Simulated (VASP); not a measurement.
# Re (P6_3/mmc) in VASP: further runs

The runs below take Re through single point, with LDA.

Program: VASP 6.6.1. These are calculated values, not measurements. Logs are shortened: lines on timing, memory, paths and dates and some standing lists are left out, and cuts for length are marked.

**1. The cell of the first run**

Symmetry: P6_3/mmc, No. 194, hexagonal system. Conventional cell: a = 2.739 Å, b = 2.739 Å, c = 4.412 Å, α = 90.00°, β = 90.00°, γ = 120.00°. Re (site symmetry -6m2) has 12 Re at 2.71 to 2.74 Å within 3.6 Å.

**2. Single point, LDA**

File INCAR:

```
SYSTEM = Re
PREC = Accurate
ENCUT = 560
EDIFF = 1E-6
ISMEAR = 0
SIGMA = 0.3
LREAL = .False.
LASPH = .True.
NELM = 120
ALGO = Normal
ISIF = 2
LWAVE = .False.
LCHARG = .True.
GGA = CA
LELF = .True.
LVHAR = .True.
NBANDS = 22
GGA_COMPAT = .False.
```

File KPOINTS:

```
regular mesh
0
Gamma
  13 13 7
  0 0 0
```

File POSCAR:

```
Re
1.0
    2.7391880258      0.0000000000      0.0000000000
   -1.3695940129      2.3722064161      0.0000000000
    0.0000000000      0.0000000000      4.4118668232
Re
2
Direct
    0.3333333333      0.6666666667      0.2500000000
    0.6666666667      0.3333333333      0.7500000000
```

Potentials or basis: VASP PAW LDA potentials, release 64 (Re_sv_GW).

The run is started by

```sh
$ cat potpaw_LDA.64/Re_sv_GW/POTCAR > POTCAR
$ mpirun -np 1 vasp_std > vasp.out
```

OUTCAR:

```text
SYSTEM = Re
   PREC = Accurate
   ENCUT = 560
   EDIFF = 1E-6
   ISMEAR = 0
   LREAL = .False.
   LASPH = .True.
   NELM = 120
   ISIF = 2
   GGA = CA

 ion  position               nearest neighbor table
   1  0.333  0.667  0.250-   2 2.71   2 2.71   2 2.71   2 2.71   2 2.71   2 2.71
   2  0.667  0.333  0.750-   1 2.71   1 2.71   1 2.71   1 2.71   1 2.71   1 2.71

  LATTYP: Found a hexagonal cell.
 ALAT       =     2.7391880258
 C/A-ratio  =     1.6106476743

  Lattice vectors:

 A1 = (   2.7391880258,   0.0000000000,   0.0000000000)
 A2 = (  -1.3695940129,   2.3722064161,   0.0000000000)
 A3 = (   0.0000000000,   0.0000000000,   4.4118668232)

Analysis of symmetry for initial positions (statically):
=====================================================================
 Subroutine PRICEL returns:
 Original cell was already a primitive cell.

 Routine SETGRP: Setting up the symmetry group for a
 hexagonal supercell.

 Subroutine GETGRP returns: Found 24 space group operations
 (whereof 12 operations were pure point group operations)
 out of a pool of 24 trial point group operations.

The static configuration has the point symmetry D_3d.
 The point group associated with its full space group is D_6h.

Analysis of symmetry for dynamics (positions and initial velocities):
=====================================================================
 Subroutine PRICEL returns:
 Original cell was already a primitive cell.

 Routine SETGRP: Setting up the symmetry group for a
 hexagonal supercell.

 Subroutine GETGRP returns: Found 24 space group operations
 (whereof 12 operations were pure point group operations)
 out of a pool of 24 trial point group operations.

The dynamic configuration has the point symmetry D_3d.
 The point group associated with its full space group is D_6h.

 Subroutine INISYM returns: Found 24 space group operations
 (whereof 12 operations are pure point group operations),
 and found     1 'primitive' translations

----------------------------------------------------------------------------------------

                                     Primitive cell

  volume of cell :      28.6680

  direct lattice vectors                    reciprocal lattice vectors
     2.739188026  0.000000000  0.000000000     0.365071689  0.210774238  0.000000000
    -1.369594013  2.372206416  0.000000000     0.000000000  0.421548476  0.000000000
     0.000000000  0.000000000  4.411866823     0.000000000  0.000000000  0.226661420

  length of vectors
     2.739188026  2.739188026  4.411866823     0.421548476  0.421548476  0.226661420

  position of ions in fractional coordinates (direct lattice)
     0.333333333  0.666666667  0.250000000
     0.666666667  0.333333333  0.750000000

  ion indices of the primitive-cell ions
   primitive index   ion index
                 1           1
                 2           2

----------------------------------------------------------------------------------------

 KPOINTS: regular mesh

Automatic generation of k-mesh.
 Grid dimensions read from file:
 generate k-points for:   13   13    7

 Generating k-lattice:

  Cartesian coordinates                     Fractional coordinates (reciprocal lattice)
     0.028082438  0.016213403  0.000000000     0.076923077  0.000000000  0.000000000
     0.000000000  0.032426806  0.000000000     0.000000000  0.076923077  0.000000000
     0.000000000  0.000000000  0.032380203     0.000000000  0.000000000  0.142857143

  Length of vectors
     0.032426806  0.032426806  0.032380203

  Shift w.r.t. Gamma in fractional coordinates (k-lattice)
     0.000000000  0.000000000  0.000000000

 Subroutine IBZKPT returns following result:
 ===========================================

 Found     84 irreducible k-points:

 Following reciprocal coordinates:
            Coordinates               Weight
  0.000000  0.000000  0.000000      1.000000
  0.076923 -0.000000  0.000000      6.000000
  0.153846  0.000000  0.000000      6.000000
  0.230769 -0.000000  0.000000      6.000000
  0.307692  0.000000  0.000000      6.000000
  0.384615 -0.000000  0.000000      6.000000
[... 16 lines left out ...]
  0.076923 -0.000000  0.142857     12.000000
  0.153846  0.000000  0.142857     12.000000
 [... further k-points ...]
   k-points           NKPTS =     84   k-points in BZ     NKDIM =     84   number of bands    NBANDS=     22
   number of dos      NEDOS =    301   number of ions     NIONS =      2
   total plane-waves  NPLWV =  20736
   dimension x,y,z NGX =    24 NGY =   24 NGZ =   36
   dimension x,y,z NGXF=    48 NGYF=   48 NGZF=   72
   ions per type =               2
   NGX,Y,Z   is equivalent  to a cutoff of  14.57, 14.57, 13.57 a.u.
   NGXF,Y,Z  is equivalent  to a cutoff of  29.13, 29.13, 27.13 a.u.
 SYSTEM =  Re
   PREC   = accura    normal or accurate (medium, high low for compatibility)
   ISTART =      0    job   : 0-new  1-cont  2-samecut
   ICHARG =      2    charge: 1-file 2-atom 10-const
   ISPIN  =      1    spin polarized calculation?
   LNONCOLLINEAR =      F non collinear calculations
   LSORBIT =      F    spin-orbit coupling
   LASPH  =      T    aspherical Exc in radial PAW
   ENCUT  =  560.0 eV  41.16 Ry    6.42 a.u.   5.29  5.29  8.51*2*pi/ulx,y,z
   NELM   =    120;   NELMIN=  2; NELMDL= -5     # of ELM steps
   EDIFF  = 0.1E-05   stopping-criterion for ELM
   LREAL  =      F    real-space projection
   EDIFFG = 0.1E-04   stopping-criterion for IOM
   NSW    =      0    number of steps for IOM
   IBRION =     -1    ionic relax: 0-MD 1-quasi-New 2-CG
   NFREE  =      0    steps in history (QN), initial steepest desc. (CG)
   ISIF   =      2    stress and relaxation
   ISYM   =      2    0-nonsym 1-usesym 2-fastsym
   POTIM  = 0.5000    time-step for ionic-motion
   TEBEG  =    0.0;   TEEND  =   0.0 temperature during run
   PSTRESS=    0.0 pullay stress
   NELECT =      30.0000    total number of electrons
   NUPDOWN=      -1.0000    fix difference up-down
   EMIN   =  10.00;   EMAX   =-10.00  energy-range for DOS
   EFERMI =   0.00;   METHOD = LEGACY
   ISMEAR =     0;   SIGMA  =   0.30  broadening in eV -4-tet -1-fermi 0-gaus
   EFERMI_NEDOS =   21; number of points for ismear=-14 and -15
   IALGO  =     38    algorithm
   IMIX   =      4    mixing-type and parameters
     AMIX     =   0.40;   BMIX     =  1.00
     AMIX_MAG =   1.60;   BMIX_MAG =  1.00
  volume/ion in A,a.u.               =      14.33        96.73
  Fermi-wavevector in a.u.,A,eV,Ry     =   1.662071  3.140860 37.585841  2.762481
  Thomas-Fermi vector in A             =   2.749025
   LORBIT       =      0    0 simple, 1 ext, 2 COOP (PROOUT), +10 PAW based schemes
   GGA     = CA    functional components
   LHFCALC =     F    Hartree Fock is set to
   AEXX    =    0.0000 exact exchange contribution
   IVDW    =     0    specifies the selected vdW correction
   LEPSILON=     F    determine dielectric tensor
   LRPA    =     F    only Hartree local field effects (RPA)
 non-spin polarized calculation
 Gauss-broadening in eV      SIGMA  =   0.30
  energy-cutoff  :      560.00
  volume of cell :       28.67
 maximum number of plane-waves:       874
 NGX is ok and might be reduce to    24
   NGX = 11   NGY = 11   NGZ = 17

 number of electron      30.0000002 magnetization

 Free energy of the ion-electron system (eV)
  ---------------------------------------------------
  ext. energy  EPLUGINS =         0.00000000
  ---------------------------------------------------
  free energy    TOTEN  =       -30.79302908 eV

  energy without entropy =      -30.72365473  energy(sigma->0) =      -30.75834191

 E-fermi :  13.2516     XC(G=0): -14.5762

 val. band max:       13.2417206193   @ k =   0.3846   0.0769   0.4286
 cond. band min:      13.2695442088   @ k =   0.3846   0.1538   0.2857
 fundamental gap:      0.0278235895
 Fermi energy:        13.2516198989

 k-point     1 :       0.0000    0.0000    0.0000
  band No.  band energies     occupation
      1     -66.1894      2.00000
      2     -66.0465      2.00000
      3     -28.9719      2.00000
      4     -27.8069      2.00000
      5     -27.8069      2.00000
      6     -27.6106      2.00000
[... 14 lines left out ...]
     21      23.5806      0.00000
     22      26.7663      0.00000

 k-point     2 :       0.0769   -0.0000    0.0000
  band No.  band energies     occupation
      1     -66.1830      2.00000
      2     -66.0437      2.00000
      3     -28.9470      2.00000
      4     -27.8659      2.00000
      5     -27.8261      2.00000
      6     -27.6719      2.00000
[... 14 lines left out ...]
     21      23.5870      0.00000
     22      27.3291      0.00000

 k-point     3 :       0.1538    0.0000    0.0000
  band No.  band energies     occupation
      1     -66.1643      2.00000
      2     -66.0356      2.00000
      3     -28.8746      2.00000
      4     -28.0271      2.00000
      5     -27.8771      2.00000
      6     -27.8373      2.00000
[... 14 lines left out ...]
     21      23.4768      0.00000
     22      28.7698      0.00000

 k-point     4 :       0.2308   -0.0000    0.0000
  band No.  band energies     occupation
      1     -66.1370      2.00000
      2     -66.0251      2.00000
      3     -28.7636      2.00000
      4     -28.2532      2.00000
      5     -28.0610      2.00000
      6     -27.9460      2.00000
[... 14 lines left out ...]
     21      23.1390      0.00000
     22      29.1446      0.00000

 k-point     5 :       0.3077    0.0000    0.0000
  band No.  band energies     occupation
      1     -66.1062      2.00000
      2     -66.0157      2.00000
      3     -28.6279      2.00000
      4     -28.4908      2.00000
      5     -28.2886      2.00000
      6     -28.0162      2.00000
[... 417 lines left out ...]
 k-point    22 :       0.0000    0.0000    0.1429
  band No.  band energies     occupation
      1     -66.1827      2.00000
      2     -66.0536      2.00000
      3     -28.9076      2.00000
      4     -27.7971      2.00000
      5     -27.7971      2.00000
      6     -27.6532      2.00000
[... 14 lines left out ...]
     21      24.5887      0.00000
     22      26.2801      0.00000

 k-point    23 :       0.0769   -0.0000    0.1429
  band No.  band energies     occupation
      1     -66.1762      2.00000
      2     -66.0506      2.00000
      3     -28.8857      2.00000
      4     -27.8548      2.00000
      5     -27.8159      2.00000
      6     -27.7170      2.00000
[... 14 lines left out ...]
     21      24.6113      0.00000
     22      26.8297      0.00000

 k-point    24 :       0.1538    0.0000    0.1429
  band No.  band energies     occupation
      1     -66.1580      2.00000
      2     -66.0420      2.00000
      3     -28.8237      2.00000
      4     -28.0110      2.00000
      5     -27.8815      2.00000
      6     -27.8659      2.00000
[... 14 lines left out ...]
     21      24.5565      0.00000
     22      28.2629      0.00000

 [... further k-points ...]

------------------------ aborting loop because EDIFF is reached ----------------------------------------

  FORCE on cell =-STRESS in cart. coord.  units (eV):
  Direction    XX          YY          ZZ          XY          YZ          ZX
  --------------------------------------------------------------------------------------
  -------------------------------------------------------------------------------------
  Total        0.0170788      0.0170788     -0.0069739      0.0000000      0.0000000      0.0000000
  in kB        0.9544888      0.9544888     -0.3897522      0.0000000      0.0000000      0.0000000
  external PRESSURE =       0.5064084 kB  Pullay stress =       0.0000000 kB

 VOLUME and BASIS-vectors are now :
 -----------------------------------------------------------------------------
  energy-cutoff  :      560.00
  volume of cell :       28.67
      direct lattice vectors                 reciprocal lattice vectors
     2.739188026  0.000000000  0.000000000     0.365071689  0.210774238  0.000000000
    -1.369594013  2.372206416  0.000000000     0.000000000  0.421548476  0.000000000
     0.000000000  0.000000000  4.411866823     0.000000000  0.000000000  0.226661420

 POSITION                                       TOTAL-FORCE (eV/Angst)
 -----------------------------------------------------------------------------------
     -0.00000      1.58147      1.10297         0.000000      0.000000      0.000000
      1.36959      0.79074      3.30890        -0.000000     -0.000000      0.000000
 -----------------------------------------------------------------------------------
    total drift:                               -0.000000      0.000000     -0.000000

  FREE ENERGIE OF THE ION-ELECTRON SYSTEM (eV)
  ---------------------------------------------------
  free  energy   TOTEN  =       -30.7930290806 eV

  energy  without entropy=      -30.7236547350  energy(sigma->0) =      -30.75834191
```

Run time: 30 s. Hardware: 1 thread of Intel Xeon Platinum 8488C (Sapphire Rapids), shared host; peak memory 0.17 GiB.

Results:

| Property | Result |
| --- | --- |
| Free energy | -30.7930 eV |
| Pressure | 0.1 GPa |
| Band gap on the k mesh | zero (bands 15 and 16 overlap by 3.05 eV) |

Caveat: so wide a smearing shifts energies and pressures; spin-orbit coupling is left out, which moves the levels of the heavy elements.

**3. Single point, LDA**

File INCAR:

```
SYSTEM = Re
PREC = Accurate
ENCUT = 560
EDIFF = 1E-6
ISMEAR = 0
SIGMA = 0.01
LREAL = .FALSE.
LASPH = .TRUE.
NELM = 120
ALGO = Normal
ISIF = 2
LWAVE = .FALSE.
LCHARG = .FALSE.
NBANDS = 22
GGA_COMPAT = .FALSE.
```

File KPOINTS:

```
regular mesh
0
G
  13 13 7
  0 0 0
```

POSCAR is that of step 2.

Potentials or basis: VASP PAW LDA potentials, release 64 (Re_sv_GW).

The run is started by

```sh
$ cat potpaw_LDA.64/Re_sv_GW/POTCAR > POTCAR
$ mpirun -np 1 vasp_std > vasp.out
```

Wall time 45 s (1 thread of Intel Xeon Platinum 8375C at 2.90GHz (Ice Lake), shared host); peak memory 0.18 GiB.

It converged, with:

| Item | Value |
| --- | --- |
| Free energy | -30.7602 eV |
| Pressure | -0.3 GPa |
| Band gap on the k mesh | zero (bands 15 and 16 overlap by 3.05 eV) |

Stress tensor (GPa, compression positive):
```
-0.15  0.00  0.00
 0.00 -0.15  0.00
 0.00  0.00 -0.73
```

Levels at points of the mesh, in eV from the Fermi level:
```
           k point  band 11  band 12  band 13  band 14  band 15  band 16  band 17  band 18  band 19  band 20
(0.00, 0.00, 0.00)    -1.66    -1.66    -1.62    -0.78    -0.78     0.15     0.15     0.85     3.47     3.47
```

Caveat: spin-orbit coupling is left out, which moves the levels of the heavy elements.

**4. Single point, LDA**

Changes to INCAR since step 3:

```diff
@@ -5,3 +5,3 @@
 ISMEAR = 0
-SIGMA = 0.01
+SIGMA = 0.2
 LREAL = .FALSE.
```

KPOINTS is that of step 3.

POSCAR is that of step 3.

The run is started by

```sh
$ cat potpaw_LDA.64/Re_sv_GW/POTCAR > POTCAR
$ mpirun -np 1 vasp_std > vasp.out
```

Run time: 54 s. Hardware: 1 thread of Intel Xeon Platinum 8259CL at 2.50GHz (Skylake/Cascade Lake), shared host; peak memory 0.18 GiB.

It converged, with:

```yaml
Free_energy: -30.7744 eV
Pressure: -0.1 GPa
Band_gap_on_the_k_mesh: zero (bands 15 and 16 overlap by 3.05 eV)
```

Levels at points of the mesh, in eV from the Fermi level:
| k point | band 12 | band 13 | band 14 | band 15 | band 16 | band 17 | band 18 | band 19 |
| --- | --- | --- | --- | --- | --- | --- | --- | --- |
| (0.00, 0.00, 0.00) | -1.67 | -1.63 | -0.79 | -0.79 | 0.14 | 0.14 | 0.84 | 3.46 |

Caveat: spin-orbit coupling is left out, which moves the levels of the heavy elements.

**5. Overview**

```tsv
smearing	gap on the mesh (eV)	pressure (GPa)
gaussian 0.3 eV	none	0.1
gaussian 0.01 eV	none	-0.3
gaussian 0.2 eV	none	-0.1
```

Alike in all rows: task single point; level LDA; potentials or basis VASP PAW LDA potentials, release 64 (Re_sv_GW); no spin polarisation; cell as given; k mesh 13 × 13 × 7; cutoff (eV) 560.

Caveats: spin-orbit coupling is left out, which moves the levels of the heavy elements; so wide a smearing shifts energies and pressures (at least some runs).

Total energies depend on the potentials used, so only differences within one code and one set of settings carry meaning.

The gap in the log of VASP goes by the Fermi energy; the results here count the filled bands.